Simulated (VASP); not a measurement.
# C (Fm-3m) in VASP: further runs, part 2 of 2

VASP 6.6.1.

## (5) Single point, r2SCAN (7.12 Å³/atom)

This run uses another cell than the first one, of 7.12 Å³/atom.

File POSCAR:

```
C
1.0
    0.0000000000      1.5271901645      1.5271901645
    1.5271901645      0.0000000000      1.5271901645
    1.5271901645      1.5271901645      0.0000000000
C
1
Direct
    0.0000000000      0.0000000000      0.0000000000
```

File INCAR.step1:

```
SYSTEM = C
PREC = Accurate
ENCUT = 520
ISMEAR = -1
SIGMA = 0.1
LREAL = .FALSE.
LASPH = .TRUE.
NELM = 100
NBANDS = 8
GGA = PE
ALGO = Normal
EDIFF = 1E-4
LWAVE = .TRUE.
LCHARG = .FALSE.
```

File INCAR.step2:

```
SYSTEM = C
PREC = Accurate
ENCUT = 520
EDIFF = 1E-6
ISMEAR = -1
SIGMA = 0.1
LREAL = .FALSE.
LASPH = .TRUE.
NELM = 100
ALGO = Normal
ISIF = 2
LWAVE = .FALSE.
LCHARG = .TRUE.
METAGGA = R2SCAN
LMIXTAU = .TRUE.
LELF = .TRUE.
LVHAR = .TRUE.
NBANDS = 8
ISTART = 1
```

File KPOINTS:

```
regular mesh
0
G
  20 20 20
  0 0 0
```

Potentials or basis: VASP PAW PBE potentials, release 64 (C).

Started as:

```console
cat potpaw_PBE.64/C/POTCAR > POTCAR
cp INCAR.step1 INCAR
mpirun -np 1 vasp_std > vasp.out
cp INCAR.step2 INCAR
mpirun -np 1 vasp_std > vasp.out
```

OUTCAR:

```text
SYSTEM = C
   PREC = Accurate
   ENCUT = 520
   EDIFF = 1E-6
   ISMEAR = -1
   LREAL = .FALSE.
   LASPH = .TRUE.
   NELM = 100
   ISIF = 2
   METAGGA = R2SCAN
   ISTART = 1

 ion  position               nearest neighbor table
   1  0.000  0.000  0.000-

  LATTYP: Found a face centered cubic cell.
 ALAT       =     3.0543803290

  Lattice vectors:

 A1 = (   0.0000000000,   1.5271901645,   1.5271901645)
 A2 = (   1.5271901645,   0.0000000000,   1.5271901645)
 A3 = (   1.5271901645,   1.5271901645,   0.0000000000)

Analysis of symmetry for initial positions (statically):
=====================================================================
 Subroutine PRICEL returns:
 Original cell was already a primitive cell.

 Routine SETGRP: Setting up the symmetry group for a
 face centered cubic supercell.

 Subroutine GETGRP returns: Found 48 space group operations
 (whereof 48 operations were pure point group operations)
 out of a pool of 48 trial point group operations.

The static configuration has the point symmetry O_h .

Analysis of symmetry for dynamics (positions and initial velocities):
[... 157 lines left out ...]

 val. band max:        7.9397236552   @ k =  -0.3000   0.3000   0.1000
 cond. band min:       7.9823036772   @ k =  -0.4500   0.3500   0.1000
 fundamental gap:      0.0425800220
 Fermi energy:         7.9655420262

 k-point     1 :       0.0000    0.0000    0.0000
  band No.  band energies     occupation
      1     -12.2894      2.00000
      2      16.8479      0.00000
      3      16.8479      0.00000
      4      16.8479      0.00000
      5      39.6523      0.00000
      6      39.6523      0.00000
      7      39.6523      0.00000
      8      41.7428      0.00000
[... 243 lines left out ...]
 k-point    24 :      -0.3500    0.0500    0.0000
  band No.  band energies     occupation
      1      -6.5015      2.00000
      2       4.1995      2.00000
      3      14.5764      0.00000
      4      15.3633      0.00000
      5      34.3511      0.00000
      6      36.4348      0.00000
      7      37.9408      0.00000
      8      41.2179      0.00000

 [... further k-points ...]

------------------------ aborting loop because EDIFF is reached ----------------------------------------

  FORCE on cell =-STRESS in cart. coord.  units (eV):
  Direction    XX          YY          ZZ          XY          YZ          ZX
  --------------------------------------------------------------------------------------
  -------------------------------------------------------------------------------------
  Total        0.3086400      0.3086400      0.3086400      0.0000000      0.0000000      0.0000000
  in kB       69.4150284     69.4150284     69.4150284      0.0000000      0.0000000      0.0000000
  external PRESSURE =      69.4150284 kB  Pullay stress =       0.0000000 kB

 VOLUME and BASIS-vectors are now :
 -----------------------------------------------------------------------------
  energy-cutoff  :      520.00
  volume of cell :        7.12
      direct lattice vectors                 reciprocal lattice vectors
     0.000000000  1.527190164  1.527190164    -0.327398651  0.327398651  0.327398651
     1.527190164  0.000000000  1.527190164     0.327398651 -0.327398651  0.327398651
     1.527190164  1.527190164  0.000000000     0.327398651  0.327398651 -0.327398651

 POSITION                                       TOTAL-FORCE (eV/Angst)
 -----------------------------------------------------------------------------------
      0.00000      0.00000      0.00000         0.000000      0.000000      0.000000
 -----------------------------------------------------------------------------------
    total drift:                               -0.000000      0.000000     -0.000000

  FREE ENERGIE OF THE ION-ELECTRON SYSTEM (eV)
  ---------------------------------------------------
  free  energy   TOTEN  =        -5.1318309601 eV

  energy  without entropy=       -5.1204368869  energy(sigma->0) =       -5.12613392
```

Run time: 34 s. Hardware: 1 thread of Intel Xeon 8259CL, shared host; peak memory 0.12 GiB.

What came out:

```yaml
Free_energy: -5.1318 eV
Pressure: 6.9 GPa
Band_gap_on_the_k_mesh: zero (bands 2 and 3 overlap by 12.69 eV)
```

Caveat: the cell stands under pressure; the PAW data sets were made with another functional, which shifts forces and pressure a little.

## (6) Single point, r2SCAN (7.42 Å³/atom)

File POSCAR:

```
C
1.0
    0.0000000000      1.5481131777      1.5481131777
    1.5481131777      0.0000000000      1.5481131777
    1.5481131777      1.5481131777      0.0000000000
C
1
Direct
    0.0000000000      0.0000000000      0.0000000000
```

File INCAR.step1:

```
  ALGO = Normal
  EDIFF = 1E-4
  ENCUT = 520
  GGA = PE
  ISMEAR = -1
  LASPH = True
  LCHARG = False
  LREAL = False
  LWAVE = True
  NBANDS = 8
  NELM = 100
  PREC = Accurate
  SIGMA = 0.1
```

File INCAR.step2:

```
  ALGO = Normal
  EDIFF = 1E-6
  ENCUT = 520
  ISIF = 2
  ISMEAR = -1
  ISTART = 1
  LASPH = True
  LCHARG = False
  LMIXTAU = True
  LREAL = False
  LWAVE = False
  METAGGA = R2SCAN
  NBANDS = 8
  NELM = 100
  PREC = Accurate
  SIGMA = 0.1
```

File KPOINTS:

```
k-points
0
Gamma
  20 20 20
```

Potentials or basis: VASP PAW PBE potentials, release 64 (C).

Started as:

```console
cat potpaw_PBE.64/C/POTCAR > POTCAR
cp INCAR.step1 INCAR
mpirun -np 1 vasp_std > vasp.out
cp INCAR.step2 INCAR
mpirun -np 1 vasp_std > vasp.out
```

OUTCAR:

```text
EDIFF = 1E-6
   ENCUT = 520
   ISIF = 2
   ISMEAR = -1
   ISTART = 1
   LASPH = True
   LREAL = False
   METAGGA = R2SCAN
   NELM = 100
   PREC = Accurate

 ion  position               nearest neighbor table
   1  0.000  0.000  0.000-

  LATTYP: Found a face centered cubic cell.
 ALAT       =     3.0962263554

  Lattice vectors:

 A1 = (   0.0000000000,   1.5481131777,   1.5481131777)
 A2 = (   1.5481131777,   0.0000000000,   1.5481131777)
 A3 = (   1.5481131777,   1.5481131777,   0.0000000000)

Analysis of symmetry for initial positions (statically):
=====================================================================
 Subroutine PRICEL returns:
 Original cell was already a primitive cell.

 Routine SETGRP: Setting up the symmetry group for a
 face centered cubic supercell.

 Subroutine GETGRP returns: Found 48 space group operations
 (whereof 48 operations were pure point group operations)
 out of a pool of 48 trial point group operations.

The static configuration has the point symmetry O_h .

Analysis of symmetry for dynamics (positions and initial velocities):
=====================================================================
 Subroutine PRICEL returns:
 Original cell was already a primitive cell.

 Routine SETGRP: Setting up the symmetry group for a
 face centered cubic supercell.

 Subroutine GETGRP returns: Found 48 space group operations
 (whereof 48 operations were pure point group operations)
 out of a pool of 48 trial point group operations.

The dynamic configuration has the point symmetry O_h .

 Subroutine INISYM returns: Found 48 space group operations
 (whereof 48 operations are pure point group operations),
 and found     1 'primitive' translations

[... 104 lines left out ...]
   NUPDOWN=      -1.0000    fix difference up-down
   EMIN   =  10.00;   EMAX   =-10.00  energy-range for DOS
   EFERMI =   0.00;   METHOD = LEGACY
   ISMEAR =    -1;   SIGMA  =   0.10  broadening in eV -4-tet -1-fermi 0-gaus
   EFERMI_NEDOS =   21; number of points for ismear=-14 and -15
   IALGO  =     38    algorithm
   IMIX   =      4    mixing-type and parameters
     AMIX     =   0.40;   BMIX     =  1.00
     AMIX_MAG =   1.60;   BMIX_MAG =  1.00
  volume/ion in A,a.u.               =       7.42        50.08
  Fermi-wavevector in a.u.,A,eV,Ry     =   1.332341  2.517760 24.152151  1.775133
  Thomas-Fermi vector in A             =   2.461283
   LORBIT       =      0    0 simple, 1 ext, 2 COOP (PROOUT), +10 PAW based schemes
   METAGGA = R2SCAN    functional components
   LHFCALC =     F    Hartree Fock is set to
   AEXX    =    0.0000 exact exchange contribution
   IVDW    =     0    specifies the selected vdW correction
   LEPSILON=     F    determine dielectric tensor
   LRPA    =     F    only Hartree local field effects (RPA)
 non-spin polarized calculation
  energy-cutoff  :      520.00
  volume of cell :        7.42
 maximum number of plane-waves:       210
   NGX =  9   NGY =  9   NGZ =  9

 number of electron       4.0000000 magnetization

 Free energy of the ion-electron system (eV)
  ---------------------------------------------------
  ext. energy  EPLUGINS =         0.00000000
  ---------------------------------------------------
  free energy    TOTEN  =        -5.13823766 eV

  energy without entropy =       -5.12659920  energy(sigma->0) =       -5.13241843

 E-fermi :   7.4130     XC(G=0): -13.6219

 val. band max:        7.3574332788   @ k =  -0.3000   0.3000   0.1000
 cond. band min:       7.4201299009   @ k =   0.5000   0.3500   0.0000
 fundamental gap:      0.0626966221
 Fermi energy:         7.4130125340

 k-point     1 :       0.0000    0.0000    0.0000
  band No.  band energies     occupation
      1     -12.2785      2.00000
      2      15.9463      0.00000
      3      15.9463      0.00000
      4      15.9463      0.00000
      5      38.5322      0.00000
      6      38.5322      0.00000
      7      38.5322      0.00000
      8      39.9122      0.00000
[... 243 lines left out ...]
 k-point    24 :      -0.3500    0.0500    0.0000
  band No.  band energies     occupation
      1      -6.6597      2.00000
      2       3.7573      2.00000
      3      13.7771      0.00000
      4      14.5279      0.00000
      5      33.1157      0.00000
      6      35.3764      0.00000
      7      36.8810      0.00000
      8      39.8689      0.00000

 [... further k-points ...]
[... 5 lines left out ...]
  --------------------------------------------------------------------------------------
  -------------------------------------------------------------------------------------
  Total       -0.0014065     -0.0014065     -0.0014065      0.0000000      0.0000000     -0.0000000
  in kB       -0.3036851     -0.3036851     -0.3036851      0.0000000      0.0000000     -0.0000000
  external PRESSURE =      -0.3036851 kB  Pullay stress =       0.0000000 kB

 VOLUME and BASIS-vectors are now :
 -----------------------------------------------------------------------------
  energy-cutoff  :      520.00
  volume of cell :        7.42
      direct lattice vectors                 reciprocal lattice vectors
     0.000000000  1.548113178  1.548113178    -0.322973803  0.322973803  0.322973803
     1.548113178  0.000000000  1.548113178     0.322973803 -0.322973803  0.322973803
     1.548113178  1.548113178  0.000000000     0.322973803  0.322973803 -0.322973803

 POSITION                                       TOTAL-FORCE (eV/Angst)
 -----------------------------------------------------------------------------------
      0.00000      0.00000      0.00000        -0.000000      0.000000      0.000000
 -----------------------------------------------------------------------------------
    total drift:                                0.000000     -0.000000     -0.000000

  FREE ENERGIE OF THE ION-ELECTRON SYSTEM (eV)
  ---------------------------------------------------
  free  energy   TOTEN  =        -5.1382376637 eV

  energy  without entropy=       -5.1265991996  energy(sigma->0) =       -5.13241843
```

OUTCAR.step1:

```text
EDIFF = 1E-4
   ENCUT = 520
   GGA = PE
   ISMEAR = -1
   LASPH = True
[... 478 lines left out ...]

 POSITION                                       TOTAL-FORCE (eV/Angst)
 -----------------------------------------------------------------------------------
      0.00000      0.00000      0.00000         0.000000      0.000000      0.000000
 -----------------------------------------------------------------------------------
    total drift:                               -0.000000      0.000000     -0.000000

  FREE ENERGIE OF THE ION-ELECTRON SYSTEM (eV)
  ---------------------------------------------------
  free  energy   TOTEN  =        -4.6699192685 eV

  energy  without entropy=       -4.6572508458  energy(sigma->0) =       -4.66358506
```

Run time: 34 s. Hardware: 1 thread of Intel Xeon 8259CL, shared host; peak memory 0.12 GiB.

Results:

* Free energy: -5.1382 eV
* Pressure: 0.0 GPa
* Band gap on the k mesh: zero (bands 2 and 3 overlap by 12.12 eV)

Caveat: the PAW data sets were made with another functional, which shifts forces and pressure a little.

## (7) Overview

```tsv
cell	k mesh	gap on the mesh (eV)	pressure (GPa)
a = 2.189 Å, angles 60.0°, 1 atom	18 × 18 × 18	none	0.1
a = 2.098 Å, angles 60.0°, 1 atom	20 × 20 × 20	none	25.2
a = 2.129 Å, angles 60.0°, 1 atom	20 × 20 × 20	none	15.3
a = 2.160 Å, angles 60.0°, 1 atom	20 × 20 × 20	none	6.9
a = 2.189 Å, angles 60.0°, 1 atom	20 × 20 × 20	none	0.0
```

Alike in all rows: task single point; level r2SCAN; potentials or basis VASP PAW PBE potentials, release 64 (C); no spin polarisation; cutoff (eV) 520; smearing fermi-dirac 0.1 eV.

Caveats: the PAW data sets were made with another functional, which shifts forces and pressure a little; the cell stands under pressure (at least some runs).

Absolute energies hang on the potentials; compare differences alone.
